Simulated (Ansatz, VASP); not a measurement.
**One calculation of Ta4C3, two programs**

```xyz
7
Lattice="4.3345 0.0000 0.0000 0.0000 4.3345 0.0000 0.0000 0.0000 4.3345" Properties=species:S:1:pos:R:3 pbc="T T T"
Ta    0.0000    2.1672    2.1672
Ta    2.1672    0.0000    2.1672
Ta    2.1672    2.1672    0.0000
Ta    0.0000    0.0000    0.0000
C     2.1672    0.0000    0.0000
C     0.0000    2.1672    0.0000
C     0.0000    0.0000    2.1672
```

Alike in both runs: task single point; functional r2SCAN; k mesh 8 × 8 × 8; occupations gaussian, width 0.1 eV; no spin polarisation.

|  | VASP | Ansatz |
| --- | --- | --- |
| version | VASP 6.6.1 | Ansatz 0.2.0 |
| potentials or method | VASP PAW PBE potentials, release 64 (Ta_pv, C), cutoff 520 eV | scalar-relativistic, plane waves, PAW |
| valence electrons in the cell | 56 | 64 |

```tsv
	VASP	Ansatz	Ansatz less VASP
gap on the k mesh at the Fermi level (eV)	none	none	-
pressure (GPa)	23.0	21.6	-1.39
```

VASP's potentials were made for PBE, not for r2SCAN. A gap of «none» marks a metal or a gap that the smearing closes. VASP's potentials hold 56 valence electrons a cell and Ansatz's 64, so a difference there can come from the potentials and not from the codes.

Spin-orbit coupling is off throughout.
